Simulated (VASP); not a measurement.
# In (P6_3/mmc) in VASP: single point with PBE

Aim: the single point of In with PBE.

Everything below comes from runs of VASP 6.6.1. Logs are shortened: lines on timing, memory, paths and dates and some standing lists are left out, and cuts for length are marked.

## Step 1: The cell of the first run

Symmetry: P6_3/mmc, No. 194, hexagonal system. Conventional cell: a = 3.400 Å, b = 3.400 Å, c = 5.538 Å, α = 90.00°, β = 90.00°, γ = 120.00°. Within 4.5 Å of In (site symmetry -6m2) lie 12 In at 3.39 to 3.40 Å.

This isn't the form of In at room conditions, which is tetragonal.

## Step 2: Single point, PBE

INCAR

```
SYSTEM = In
ALGO = Normal
EDIFF = 1E-6
ENCUT = 520
GGA = PE
ISIF = 2
ISMEAR = -1
LASPH = .True.
LCHARG = .True.
LELF = .True.
LREAL = .False.
LVHAR = .True.
LWAVE = .False.
NBANDS = 34
NELM = 100
PREC = Accurate
SIGMA = 0.05
```

KPOINTS

```
k-points
0
Gamma
  6 6 10
  0 0 0
```

POSCAR

```
In
1.0
    0.0000000000      5.8896467936      0.0000000000
    0.0000000000      0.0000000000      5.5377386214
    3.4003891617      0.0000000000      0.0000000000
In
4
Direct
    0.3333333330      0.2500000000      0.0000000000
    0.8333333330      0.2500000000      0.5000000000
    0.1666666670      0.7500000000      0.5000000000
    0.6666666670      0.7500000000      0.0000000000
```

Potentials or basis: VASP PAW PBE potentials, release 64 (In_d).

Run with:

```bash
cat potpaw_PBE.64/In_d/POTCAR > POTCAR
mpirun -np 1 vasp_std > vasp.out
```

OUTCAR:

```text
SYSTEM = In
   EDIFF = 1E-6
   ENCUT = 520
   GGA = PE
   ISIF = 2
   ISMEAR = -1
   LASPH = .True.
   LREAL = .False.
   NELM = 100
   PREC = Accurate

 ion  position               nearest neighbor table
   1  0.333  0.250  0.000-   3 3.39   3 3.39   3 3.39   3 3.39   4 3.39   4 3.39   2 3.40   2 3.40
                             2 3.40   2 3.40
   2  0.833  0.250  0.500-   4 3.39   4 3.39   4 3.39   4 3.39   3 3.39   3 3.39   1 3.40   1 3.40
                             1 3.40   1 3.40
   3  0.167  0.750  0.500-   1 3.39   1 3.39   1 3.39   1 3.39   2 3.39   2 3.39   4 3.40   4 3.40
                             4 3.40   4 3.40
   4  0.667  0.750  0.000-   2 3.39   2 3.39   2 3.39   2 3.39   1 3.39   1 3.39   3 3.40   3 3.40
                             3 3.40   3 3.40

  LATTYP: Found a simple orthorhombic cell.
 ALAT       =     3.4003891617
 B/A-ratio  =     1.6285602494
 C/A-ratio  =     1.7320508076

  Lattice vectors:

 A1 = (  -3.4003891617,   0.0000000000,   0.0000000000)
 A2 = (   0.0000000000,   0.0000000000,   5.5377386214)
 A3 = (   0.0000000000,   5.8896467936,   0.0000000000)

Analysis of symmetry for initial positions (statically):
=====================================================================
 Subroutine PRICEL returns following result:

  LATTYP: Found a hexagonal cell.
 ALAT       =     3.4003891617
 C/A-ratio  =     1.6285602494

  Lattice vectors:

 A1 = (   1.7001945808,  -2.9448233968,   0.0000000000)
 A2 = (   1.7001945809,   2.9448233968,   0.0000000000)
 A3 = (   0.0000000000,   0.0000000000,   5.5377386214)

   2 primitive cells build up your supercell.

 Routine SETGRP: Setting up the symmetry group for a
 simple orthorhombic supercell.

 Subroutine GETGRP returns: Found  8 space group operations
 (whereof  4 operations were pure point group operations)
 out of a pool of  8 trial point group operations.

The static configuration has the point symmetry C_2h.
 The point group associated with its full space group is D_2h.

Analysis of symmetry for dynamics (positions and initial velocities):
=====================================================================
 Subroutine PRICEL returns following result:

  LATTYP: Found a hexagonal cell.
 ALAT       =     3.4003891617
 C/A-ratio  =     1.6285602494

  Lattice vectors:

 A1 = (   1.7001945808,  -2.9448233968,   0.0000000000)
 A2 = (   1.7001945809,   2.9448233968,   0.0000000000)
 A3 = (   0.0000000000,   0.0000000000,   5.5377386214)

   2 primitive cells build up your supercell.

 Routine SETGRP: Setting up the symmetry group for a
 simple orthorhombic supercell.

 Subroutine GETGRP returns: Found  8 space group operations
 (whereof  4 operations were pure point group operations)
 out of a pool of  8 trial point group operations.

The dynamic configuration has the point symmetry C_2h.
 The point group associated with its full space group is D_2h.

 Subroutine INISYM returns: Found  8 space group operations
 (whereof  4 operations are pure point group operations),
 and found     2 'primitive' translations

----------------------------------------------------------------------------------------

                                     Primitive cell

  volume of cell :      55.4524

  direct lattice vectors                    reciprocal lattice vectors
     1.700194581 -2.944823397  0.000000000     0.294083986 -0.169789469  0.000000000
     1.700194581  2.944823397  0.000000000     0.294083986  0.169789469  0.000000000
     0.000000000  0.000000000  5.537738621     0.000000000  0.000000000  0.180579126

  length of vectors
     3.400389162  3.400389162  5.537738621     0.339578937  0.339578937  0.180579126

  position of ions in fractional coordinates (direct lattice)
     0.666666667  0.333333333  0.250000000
     0.333333333  0.666666667  0.750000000

  ion indices of the primitive-cell ions
   primitive index   ion index
                 1           1
                 2           4

----------------------------------------------------------------------------------------

 KPOINTS: k-points

Automatic generation of k-mesh.
 Grid dimensions read from file:
 generate k-points for:    6    6   10

 Generating k-lattice:

  Cartesian coordinates                     Fractional coordinates (reciprocal lattice)
     0.000000000  0.028298245  0.000000000     0.166666667  0.000000000  0.000000000
     0.000000000  0.000000000  0.030096521     0.000000000  0.166666667  0.000000000
     0.029408399  0.000000000  0.000000000     0.000000000  0.000000000  0.100000000

  Length of vectors
     0.028298245  0.030096521  0.029408399

  Shift w.r.t. Gamma in fractional coordinates (k-lattice)
     0.000000000  0.000000000  0.000000000

 Subroutine IBZKPT returns following result:
 ===========================================

 Found     96 irreducible k-points:

 Following reciprocal coordinates:
            Coordinates               Weight
  0.000000  0.000000  0.000000      1.000000
  0.166667  0.000000  0.000000      2.000000
  0.333333  0.000000  0.000000      2.000000
  0.500000  0.000000  0.000000      1.000000
  0.000000  0.166667  0.000000      2.000000
  0.166667  0.166667  0.000000      4.000000
[... 16 lines left out ...]
  0.333333  0.166667  0.100000      8.000000
  0.500000  0.166667  0.100000      4.000000
 [... further k-points ...]
   k-points           NKPTS =     96   k-points in BZ     NKDIM =     96   number of bands    NBANDS=     34
   number of dos      NEDOS =    301   number of ions     NIONS =      4
   total plane-waves  NPLWV =  56448
   dimension x,y,z NGX =    48 NGY =   42 NGZ =   28
   dimension x,y,z NGXF=    96 NGYF=   84 NGZF=   56
   ions per type =               4
   NGX,Y,Z   is equivalent  to a cutoff of  13.55, 12.61, 13.69 a.u.
   NGXF,Y,Z  is equivalent  to a cutoff of  27.10, 25.22, 27.38 a.u.
 SYSTEM =  In
   PREC   = accura    normal or accurate (medium, high low for compatibility)
   ISTART =      0    job   : 0-new  1-cont  2-samecut
   ICHARG =      2    charge: 1-file 2-atom 10-const
   ISPIN  =      1    spin polarized calculation?
   LNONCOLLINEAR =      F non collinear calculations
   LSORBIT =      F    spin-orbit coupling
   LASPH  =      T    aspherical Exc in radial PAW
   ENCUT  =  520.0 eV  38.22 Ry    6.18 a.u.  10.95 10.30  6.32*2*pi/ulx,y,z
   NELM   =    100;   NELMIN=  2; NELMDL= -5     # of ELM steps
   EDIFF  = 0.1E-05   stopping-criterion for ELM
   LREAL  =      F    real-space projection
   EDIFFG = 0.1E-04   stopping-criterion for IOM
   NSW    =      0    number of steps for IOM
   IBRION =     -1    ionic relax: 0-MD 1-quasi-New 2-CG
   NFREE  =      0    steps in history (QN), initial steepest desc. (CG)
   ISIF   =      2    stress and relaxation
   ISYM   =      2    0-nonsym 1-usesym 2-fastsym
   POTIM  = 0.5000    time-step for ionic-motion
   TEBEG  =    0.0;   TEEND  =   0.0 temperature during run
   PSTRESS=    0.0 pullay stress
   NELECT =      52.0000    total number of electrons
   NUPDOWN=      -1.0000    fix difference up-down
   EMIN   =  10.00;   EMAX   =-10.00  energy-range for DOS
   EFERMI =   0.00;   METHOD = LEGACY
   ISMEAR =    -1;   SIGMA  =   0.05  broadening in eV -4-tet -1-fermi 0-gaus
   EFERMI_NEDOS =   21; number of points for ismear=-14 and -15
   IALGO  =     38    algorithm
   IMIX   =      4    mixing-type and parameters
     AMIX     =   0.40;   BMIX     =  1.00
     AMIX_MAG =   1.60;   BMIX_MAG =  1.00
  volume/ion in A,a.u.               =      27.73       187.11
  Fermi-wavevector in a.u.,A,eV,Ry     =   1.271821  2.403392 22.007798  1.617527
  Thomas-Fermi vector in A             =   2.404733
   LORBIT       =      0    0 simple, 1 ext, 2 COOP (PROOUT), +10 PAW based schemes
   GGA     = PE    functional components
   LHFCALC =     F    Hartree Fock is set to
   AEXX    =    0.0000 exact exchange contribution
   IVDW    =     0    specifies the selected vdW correction
   LEPSILON=     F    determine dielectric tensor
   LRPA    =     F    only Hartree local field effects (RPA)
 non-spin polarized calculation
  energy-cutoff  :      520.00
  volume of cell :      110.90
 maximum number of plane-waves:      3008
 NGX is ok and might be reduce to    48
   NGX = 21   NGY = 21   NGZ = 13

 number of electron      52.0000000 magnetization

 Free energy of the ion-electron system (eV)
  ---------------------------------------------------
  ext. energy  EPLUGINS =         0.00000000
  ---------------------------------------------------
  free energy    TOTEN  =       -10.24398738 eV

  energy without entropy =      -10.23133054  energy(sigma->0) =      -10.23765896

 E-fermi :   6.8802     XC(G=0):  -9.9808

 val. band max:        6.8798518092   @ k =   0.0000   0.5000   0.5000
 cond. band min:       6.8852382324   @ k =   0.3333   0.0000   0.2000
 fundamental gap:      0.0053864231
 Fermi energy:         6.8801523774

 k-point     1 :       0.0000    0.0000    0.0000
  band No.  band energies     occupation
      1      -7.8573      2.00000
      2      -7.7625      2.00000
      3      -7.7425      2.00000
      4      -7.7140      2.00000
      5      -7.6922      2.00000
      6      -7.6848      2.00000
[... 26 lines left out ...]
     33      14.7898      0.00000
     34      14.8987      0.00000

 k-point     2 :       0.1667    0.0000    0.0000
  band No.  band energies     occupation
      1      -7.8481      2.00000
      2      -7.7498      2.00000
      3      -7.7370      2.00000
      4      -7.7088      2.00000
      5      -7.6987      2.00000
      6      -7.6796      2.00000
[... 26 lines left out ...]
     33      14.2033      0.00000
     34      15.0586      0.00000

 k-point     3 :       0.3333    0.0000    0.0000
  band No.  band energies     occupation
      1      -7.8226      2.00000
      2      -7.7516      2.00000
      3      -7.7157      2.00000
      4      -7.6953      2.00000
      5      -7.6855      2.00000
      6      -7.6654      2.00000
[... 26 lines left out ...]
     33      14.5038      0.00000
     34      14.5374      0.00000
[... 704 lines left out ...]
 k-point    23 :       0.3333    0.1667    0.1000
  band No.  band energies     occupation
      1      -7.7912      2.00000
      2      -7.7315      2.00000
      3      -7.7298      2.00000
      4      -7.7105      2.00000
      5      -7.6877      2.00000
      6      -7.6712      2.00000
[... 26 lines left out ...]
     33      13.6964      0.00000
     34      14.1539      0.00000

 k-point    24 :       0.5000    0.1667    0.1000
  band No.  band energies     occupation
      1      -7.7602      2.00000
      2      -7.7602      2.00000
      3      -7.7023      2.00000
      4      -7.7023      2.00000
      5      -7.6828      2.00000
      6      -7.6828      2.00000
[... 26 lines left out ...]
     33      14.0064      0.00000
     34      14.0064      0.00000

 [... further k-points ...]
[... 5 lines left out ...]
  --------------------------------------------------------------------------------------
  -------------------------------------------------------------------------------------
  Total       -0.1975293      0.0557472     -0.0174939      0.0000000     -0.0000000      0.0000000
  in kB       -2.8535907      0.8053476     -0.2527243      0.0000000     -0.0000000      0.0000000
  external PRESSURE =      -0.7669891 kB  Pullay stress =       0.0000000 kB

 VOLUME and BASIS-vectors are now :
 -----------------------------------------------------------------------------
  energy-cutoff  :      520.00
  volume of cell :      110.90
      direct lattice vectors                 reciprocal lattice vectors
     0.000000000  5.889646794  0.000000000     0.000000000  0.169789469  0.000000000
     0.000000000  0.000000000  5.537738621     0.000000000  0.000000000  0.180579126
     3.400389162  0.000000000  0.000000000     0.294083986  0.000000000  0.000000000

 POSITION                                       TOTAL-FORCE (eV/Angst)
 -----------------------------------------------------------------------------------
      0.00000      1.96322      1.38443         0.000000      0.009923     -0.000000
      1.70019      4.90804      1.38443        -0.000000      0.009923     -0.000000
      1.70019      0.98161      4.15330        -0.000000     -0.009923      0.000000
      0.00000      3.92643      4.15330        -0.000000     -0.009923      0.000000
 -----------------------------------------------------------------------------------
    total drift:                               -0.000000      0.000000      0.000000

  FREE ENERGIE OF THE ION-ELECTRON SYSTEM (eV)
  ---------------------------------------------------
  free  energy   TOTEN  =       -10.2439873848 eV

  energy  without entropy=      -10.2313305421  energy(sigma->0) =      -10.23765896
```

Wall time 3.6 min (1 thread of Intel Xeon Platinum 8375C at 2.90GHz (Ice Lake), shared host); peak memory 0.39 GiB.

Results:

```
Free energy            : -10.2440 eV
Pressure               : -0.1 GPa
Largest force          : 0.010 eV/Å
Band gap on the k mesh : zero (bands 26 and 27 overlap by 5.25 eV)
```

Forces in eV/Å, atoms in the order of the input:
```
In   0.000  0.010  0.000
In   0.000  0.010  0.000
In   0.000 -0.010  0.000
In   0.000 -0.010  0.000
```

Stress tensor (GPa, compression positive):
```
-0.29  0.00  0.00
 0.00  0.08  0.00
 0.00  0.00 -0.03
```

Caveat: spin-orbit coupling is left out, which moves the levels of the heavy elements.
